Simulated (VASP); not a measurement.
# BiTe (Fm-3m) in VASP: notebook

The runs below take BiTe through single point, with BLYP, RPBE.

All numbers are computed with VASP 6.6.1; they aren't measurements. Logs are shortened: lines on timing, memory, paths and dates and some standing lists are left out, and cuts for length are marked.

## 1. The cell of the first run

The structure is cubic, space group Fm-3m (No. 225). The conventional cell has a = 6.383 Å, b = 6.383 Å, c = 6.383 Å, α = 90.00°, β = 90.00°, γ = 90.00°. Within 4.2 Å of Bi (site symmetry m-3m) lie 6 Te at 3.19 Å. Within 4.2 Å of Te (site symmetry m-3m) lie 6 Bi at 3.19 Å.

## 2. Single point, BLYP (volume scaled by 0.96)

File INCAR:

```
SYSTEM = BiTe
PREC = Accurate
ENCUT = 520
EDIFF = 1E-6
ISMEAR = -1
SIGMA = 0.02
LREAL = .False.
LASPH = .True.
NELM = 100
ALGO = Normal
ISIF = 2
LWAVE = .False.
LCHARG = .False.
GGA = B5
ALDAX = 1.0
AGGAX = 1.0
AGGAC = 1.0
ALDAC = 0.0
NBANDS = 18
```

File KPOINTS:

```
regular mesh
0
Gamma
  7 7 7
  0 0 0
```

File POSCAR:

```
BiTe
1.0
    0.0000000000      3.1912784242      3.1912784242
    3.1912784242      0.0000000000      3.1912784242
    3.1912784242      3.1912784242      0.0000000000
Bi Te
1 1
Direct
    0.0000000000      0.0000000000      0.0000000000
    0.5000000000      0.5000000000      0.5000000000
```

Potentials or basis: VASP PAW PBE potentials, release 64 (Bi_d, Te).

On the command line:

```bash
> cat potpaw_PBE.64/Bi_d/POTCAR potpaw_PBE.64/Te/POTCAR > POTCAR
> mpirun -np 1 vasp_std > vasp.out
```

OUTCAR:

```text
SYSTEM = BiTe
   PREC = Accurate
   ENCUT = 520
   EDIFF = 1E-6
   ISMEAR = -1
   LREAL = .False.
   LASPH = .True.
   NELM = 100
   ISIF = 2
   GGA = B5

 ion  position               nearest neighbor table
   1  0.000  0.000  0.000-   2 3.19   2 3.19   2 3.19   2 3.19   2 3.19   2 3.19
   2  0.500  0.500  0.500-   1 3.19   1 3.19   1 3.19   1 3.19   1 3.19   1 3.19

  LATTYP: Found a face centered cubic cell.
 ALAT       =     6.3825568484

  Lattice vectors:

 A1 = (   0.0000000000,   3.1912784242,   3.1912784242)
 A2 = (   3.1912784242,   0.0000000000,   3.1912784242)
 A3 = (   3.1912784242,   3.1912784242,   0.0000000000)

Analysis of symmetry for initial positions (statically):
=====================================================================
 Subroutine PRICEL returns:
 Original cell was already a primitive cell.

 Routine SETGRP: Setting up the symmetry group for a
 face centered cubic supercell.

 Subroutine GETGRP returns: Found 48 space group operations
 (whereof 48 operations were pure point group operations)
 out of a pool of 48 trial point group operations.

The static configuration has the point symmetry O_h .

Analysis of symmetry for dynamics (positions and initial velocities):
=====================================================================
 Subroutine PRICEL returns:
 Original cell was already a primitive cell.

 Routine SETGRP: Setting up the symmetry group for a
 face centered cubic supercell.

 Subroutine GETGRP returns: Found 48 space group operations
 (whereof 48 operations were pure point group operations)
 out of a pool of 48 trial point group operations.

The dynamic configuration has the point symmetry O_h .

 Subroutine INISYM returns: Found 48 space group operations
 (whereof 48 operations are pure point group operations),
 and found     1 'primitive' translations

----------------------------------------------------------------------------------------

                                     Primitive cell

  volume of cell :      65.0016

  direct lattice vectors                    reciprocal lattice vectors
     0.000000000  3.191278424  3.191278424    -0.156677022  0.156677022  0.156677022
     3.191278424  0.000000000  3.191278424     0.156677022 -0.156677022  0.156677022
     3.191278424  3.191278424  0.000000000     0.156677022  0.156677022 -0.156677022

  length of vectors
     4.513149229  4.513149229  4.513149229     0.271372563  0.271372563  0.271372563

  position of ions in fractional coordinates (direct lattice)
     0.000000000  0.000000000  0.000000000
     0.500000000  0.500000000  0.500000000

  ion indices of the primitive-cell ions
   primitive index   ion index
                 1           1
                 2           2

----------------------------------------------------------------------------------------

 KPOINTS: regular mesh

Automatic generation of k-mesh.
 Grid dimensions read from file:
 generate k-points for:    7    7    7

 Generating k-lattice:

  Cartesian coordinates                     Fractional coordinates (reciprocal lattice)
    -0.022382432  0.022382432  0.022382432     0.142857143  0.000000000  0.000000000
     0.022382432 -0.022382432  0.022382432     0.000000000  0.142857143  0.000000000
     0.022382432  0.022382432 -0.022382432     0.000000000  0.000000000  0.142857143

  Length of vectors
     0.038767509  0.038767509  0.038767509

  Shift w.r.t. Gamma in fractional coordinates (k-lattice)
     0.000000000  0.000000000  0.000000000

 Subroutine IBZKPT returns following result:
 ===========================================

 Found     20 irreducible k-points:

 Following reciprocal coordinates:
            Coordinates               Weight
  0.000000  0.000000  0.000000      1.000000
  0.142857  0.000000  0.000000      8.000000
  0.285714  0.000000  0.000000      8.000000
  0.428571  0.000000  0.000000      8.000000
  0.142857  0.142857  0.000000      6.000000
  0.285714  0.142857  0.000000     24.000000
[... 12 lines left out ...]
 -0.428571  0.428571  0.142857     24.000000
 -0.285714  0.428571  0.142857     24.000000
   k-points           NKPTS =     20   k-points in BZ     NKDIM =     20   number of bands    NBANDS=     18
   number of dos      NEDOS =    301   number of ions     NIONS =      2
   total plane-waves  NPLWV =  46656
   dimension x,y,z NGX =    36 NGY =   36 NGZ =   36
   dimension x,y,z NGXF=    72 NGYF=   72 NGZF=   72
   ions per type =               1   1
   NGX,Y,Z   is equivalent  to a cutoff of  13.26, 13.26, 13.26 a.u.
   NGXF,Y,Z  is equivalent  to a cutoff of  26.52, 26.52, 26.52 a.u.
 SYSTEM =  BiTe
   PREC   = accura    normal or accurate (medium, high low for compatibility)
   ISTART =      0    job   : 0-new  1-cont  2-samecut
   ICHARG =      2    charge: 1-file 2-atom 10-const
   ISPIN  =      1    spin polarized calculation?
   LNONCOLLINEAR =      F non collinear calculations
   LSORBIT =      F    spin-orbit coupling
   LASPH  =      T    aspherical Exc in radial PAW
   ENCUT  =  520.0 eV  38.22 Ry    6.18 a.u.   8.39  8.39  8.39*2*pi/ulx,y,z
   NELM   =    100;   NELMIN=  2; NELMDL= -5     # of ELM steps
   EDIFF  = 0.1E-05   stopping-criterion for ELM
   LREAL  =      F    real-space projection
   EDIFFG = 0.1E-04   stopping-criterion for IOM
   NSW    =      0    number of steps for IOM
   IBRION =     -1    ionic relax: 0-MD 1-quasi-New 2-CG
   NFREE  =      0    steps in history (QN), initial steepest desc. (CG)
   ISIF   =      2    stress and relaxation
   ISYM   =      2    0-nonsym 1-usesym 2-fastsym
   POTIM  = 0.5000    time-step for ionic-motion
   TEBEG  =    0.0;   TEEND  =   0.0 temperature during run
   PSTRESS=    0.0 pullay stress
   NELECT =      21.0000    total number of electrons
   NUPDOWN=      -1.0000    fix difference up-down
   EMIN   =  10.00;   EMAX   =-10.00  energy-range for DOS
   EFERMI =   0.00;   METHOD = LEGACY
   ISMEAR =    -1;   SIGMA  =   0.02  broadening in eV -4-tet -1-fermi 0-gaus
   EFERMI_NEDOS =   21; number of points for ismear=-14 and -15
   IALGO  =     38    algorithm
   IMIX   =      4    mixing-type and parameters
     AMIX     =   0.40;   BMIX     =  1.00
     AMIX_MAG =   1.60;   BMIX_MAG =  1.00
  volume/ion in A,a.u.               =      32.50       219.33
  Fermi-wavevector in a.u.,A,eV,Ry     =   1.123328  2.122782 17.168725  1.261866
  Thomas-Fermi vector in A             =   2.259993
   LORBIT       =      0    0 simple, 1 ext, 2 COOP (PROOUT), +10 PAW based schemes
   GGA     = B5    functional components
   LHFCALC =     F    Hartree Fock is set to
   AEXX    =    0.0000 exact exchange contribution
   IVDW    =     0    specifies the selected vdW correction
   LEPSILON=     F    determine dielectric tensor
   LRPA    =     F    only Hartree local field effects (RPA)
 non-spin polarized calculation
  energy-cutoff  :      520.00
  volume of cell :       65.00
 maximum number of plane-waves:      1807
 NGX is ok and might be reduce to    36
   NGX = 17   NGY = 17   NGZ = 17

 number of electron      21.0000003 magnetization

 Free energy of the ion-electron system (eV)
  ---------------------------------------------------
  ext. energy  EPLUGINS =         0.00000000
  ---------------------------------------------------
  free energy    TOTEN  =        -5.69924083 eV

  energy without entropy =       -5.69548338  energy(sigma->0) =       -5.69736210

 E-fermi :   7.6884     XC(G=0):  -8.9746

 val. band max:        7.6392771930   @ k =  -0.4286   0.1429   0.0000
 cond. band min:       7.6985595511   @ k =   0.1429   0.1429   0.0000
 fundamental gap:      0.0592823581
 Fermi energy:         7.6883794553

 k-point     1 :       0.0000    0.0000    0.0000
  band No.  band energies     occupation
      1     -15.4703      2.00000
      2     -15.4703      2.00000
      3     -15.4605      2.00000
      4     -15.4605      2.00000
      5     -15.4605      2.00000
      6      -6.1911      2.00000
[... 10 lines left out ...]
     17      14.3696      0.00000
     18      14.4976      0.00000

 k-point     2 :       0.1429    0.0000    0.0000
  band No.  band energies     occupation
      1     -15.4711      2.00000
      2     -15.4711      2.00000
      3     -15.4600      2.00000
      4     -15.4592      2.00000
      5     -15.4592      2.00000
      6      -6.0009      2.00000
[... 10 lines left out ...]
     17      15.4675      0.00000
     18      15.4971      0.00000

 k-point     3 :       0.2857    0.0000    0.0000
  band No.  band energies     occupation
      1     -15.4734      2.00000
      2     -15.4734      2.00000
      3     -15.4591      2.00000
      4     -15.4558      2.00000
      5     -15.4558      2.00000
      6      -5.4404      2.00000
[... 10 lines left out ...]
     17      17.4328      0.00000
     18      17.6502      0.00000

 k-point     4 :       0.4286    0.0000    0.0000
  band No.  band energies     occupation
      1     -15.4754      2.00000
      2     -15.4754      2.00000
      3     -15.4584      2.00000
      4     -15.4529      2.00000
      5     -15.4529      2.00000
      6      -4.5522      2.00000
[... 10 lines left out ...]
     17      16.6433      0.00000
     18      17.8329      0.00000

 k-point     5 :       0.1429    0.1429    0.0000
  band No.  band energies     occupation
      1     -15.4734      2.00000
      2     -15.4693      2.00000
      3     -15.4612      2.00000
      4     -15.4582      2.00000
      5     -15.4582      2.00000
      6      -5.9403      2.00000
[... 10 lines left out ...]
     17      14.6512      0.00000
     18      14.7122      0.00000

 k-point     6 :       0.2857    0.1429    0.0000
  band No.  band energies     occupation
      1     -15.4763      2.00000
      2     -15.4698      2.00000
      3     -15.4609      2.00000
      4     -15.4558      2.00000
      5     -15.4551      2.00000
      6      -5.5136      2.00000
[... 10 lines left out ...]
     17      15.8959      0.00000
     18      15.9272      0.00000

 k-point     7 :       0.4286    0.1429    0.0000
  band No.  band energies     occupation
      1     -15.4780      2.00000
      2     -15.4723      2.00000
      3     -15.4589      2.00000
      4     -15.4540      2.00000
      5     -15.4522      2.00000
      6      -4.7565      2.00000
[... 10 lines left out ...]
     17      16.6069      0.00000
     18      17.4913      0.00000

 k-point     8 :      -0.4286    0.1429    0.0000
  band No.  band energies     occupation
      1     -15.4771      2.00000
      2     -15.4744      2.00000
      3     -15.4574      2.00000
      4     -15.4534      2.00000
      5     -15.4522      2.00000
      6      -4.1168      2.00000
[... 10 lines left out ...]
     17      17.2892      0.00000
     18      18.3419      0.00000
[... 145 lines left out ...]
     17      18.1596      0.00000
     18      18.1596      0.00000

 k-point    16 :      -0.4286    0.4286    0.0000
  band No.  band energies     occupation
      1     -15.4868      2.00000
      2     -15.4663      2.00000
      3     -15.4631      2.00000
      4     -15.4489      2.00000
      5     -15.4484      2.00000
      6      -4.2057      2.00000
[... 10 lines left out ...]
     17      17.3856      0.00000
     18      18.0597      0.00000

 k-point    17 :       0.4286    0.2857    0.1429
  band No.  band energies     occupation
      1     -15.4790      2.00000
      2     -15.4701      2.00000
      3     -15.4604      2.00000
      4     -15.4533      2.00000
      5     -15.4530      2.00000
      6      -5.0031      2.00000
[... 10 lines left out ...]
     17      16.4119      0.00000
     18      16.8666      0.00000

 k-point    18 :      -0.4286    0.2857    0.1429
  band No.  band energies     occupation
      1     -15.4798      2.00000
      2     -15.4718      2.00000
      3     -15.4577      2.00000
      4     -15.4542      2.00000
      5     -15.4507      2.00000
      6      -4.2316      2.00000
[... 10 lines left out ...]
     17      17.0422      0.00000
     18      18.3798      0.00000

 k-point    19 :      -0.4286    0.4286    0.1429
  band No.  band energies     occupation
      1     -15.4845      2.00000
      2     -15.4680      2.00000
      3     -15.4614      2.00000
      4     -15.4513      2.00000
      5     -15.4485      2.00000
      6      -4.2301      2.00000
[... 10 lines left out ...]
     17      17.7849      0.00000
     18      18.3067      0.00000

 k-point    20 :      -0.2857    0.4286    0.1429
  band No.  band energies     occupation
      1     -15.4823      2.00000
      2     -15.4703      2.00000
      3     -15.4579      2.00000
      4     -15.4545      2.00000
      5     -15.4486      2.00000
      6      -3.7970      2.00000
[... 10 lines left out ...]
     17      17.3712      0.00000
     18      18.2157      0.00000

------------------------ aborting loop because EDIFF is reached ----------------------------------------

  FORCE on cell =-STRESS in cart. coord.  units (eV):
  Direction    XX          YY          ZZ          XY          YZ          ZX
  --------------------------------------------------------------------------------------
  -------------------------------------------------------------------------------------
  Total        2.9239389      2.9239389      2.9239389      0.0000000      0.0000000      0.0000000
  in kB       72.0700459     72.0700459     72.0700459      0.0000000      0.0000000      0.0000000
  external PRESSURE =      72.0700459 kB  Pullay stress =       0.0000000 kB

 VOLUME and BASIS-vectors are now :
 -----------------------------------------------------------------------------
  energy-cutoff  :      520.00
  volume of cell :       65.00
      direct lattice vectors                 reciprocal lattice vectors
     0.000000000  3.191278424  3.191278424    -0.156677022  0.156677022  0.156677022
     3.191278424  0.000000000  3.191278424     0.156677022 -0.156677022  0.156677022
     3.191278424  3.191278424  0.000000000     0.156677022  0.156677022 -0.156677022

 POSITION                                       TOTAL-FORCE (eV/Angst)
 -----------------------------------------------------------------------------------
      0.00000      0.00000      0.00000         0.000000     -0.000000     -0.000000
      3.19128      3.19128      3.19128         0.000000      0.000000      0.000000
 -----------------------------------------------------------------------------------
    total drift:                               -0.000000      0.000000      0.000000

  FREE ENERGIE OF THE ION-ELECTRON SYSTEM (eV)
  ---------------------------------------------------
  free  energy   TOTEN  =        -5.6992408293 eV

  energy  without entropy=       -5.6954833789  energy(sigma->0) =       -5.69736210
```

It took 82 s on 1 thread of AMD EPYC 7R13, shared host; peak memory 0.18 GiB.

Results:

```yaml
Free_energy: -5.6992 eV
Pressure: 7.2 GPa
```

Caveat: the PAW data sets were made with another functional, which shifts forces and pressure a little; spin-orbit coupling is left out, which moves the levels of the heavy elements.

## 3. Single point, BLYP (volume scaled by 0.98)

File INCAR:

```
AGGAC = 1.0
AGGAX = 1.0
ALDAC = 0.0
ALDAX = 1.0
ALGO = Normal
EDIFF = 1E-7
ENCUT = 520
GGA = B5
ISIF = 2
ISMEAR = -1
LASPH = T
LCHARG = T
LELF = T
LREAL = F
LVHAR = T
LWAVE = F
NBANDS = 18
NELM = 100
PREC = Accurate
SIGMA = 0.02
```

File KPOINTS:

```
k-points
0
Gamma
  7 7 7
```

File POSCAR:

```
BiTe
1.0
    0.0000000000      3.2132879364      3.2132879364
    3.2132879364      0.0000000000      3.2132879364
    3.2132879364      3.2132879364      0.0000000000
Bi Te
1 1
Direct
    0.0000000000      0.0000000000      0.0000000000
    0.5000000000      0.5000000000      0.5000000000
```

Potentials or basis: VASP PAW PBE potentials, release 64 (Bi_d, Te).

On the command line:

```bash
> cat potpaw_PBE.64/Bi_d/POTCAR potpaw_PBE.64/Te/POTCAR > POTCAR
> mpirun -np 1 vasp_std > vasp.out
```

Wall time 1.9 min (1 thread of AMD EPYC 7R13, shared host); peak memory 0.18 GiB.

Results (log left out):

| Quantity | Value |
| --- | --- |
| Free energy | -5.7548 eV |
| Pressure | 5.9 GPa |

Levels at points of the mesh, in eV from the Fermi level:
| k point | band 6 | band 7 | band 8 | band 9 | band 10 | band 11 | band 12 | band 13 | band 14 | band 15 |
| --- | --- | --- | --- | --- | --- | --- | --- | --- | --- | --- |
| (0.00, 0.00, 0.00) | -13.72 | -8.19 | -2.66 | -2.66 | -2.66 | 2.09 | 2.09 | 2.09 | 4.82 | 4.82 |

Caveat: the PAW data sets were made with another functional, which shifts forces and pressure a little; spin-orbit coupling is left out, which moves the levels of the heavy elements.

(Continued in part 2 of 2.)
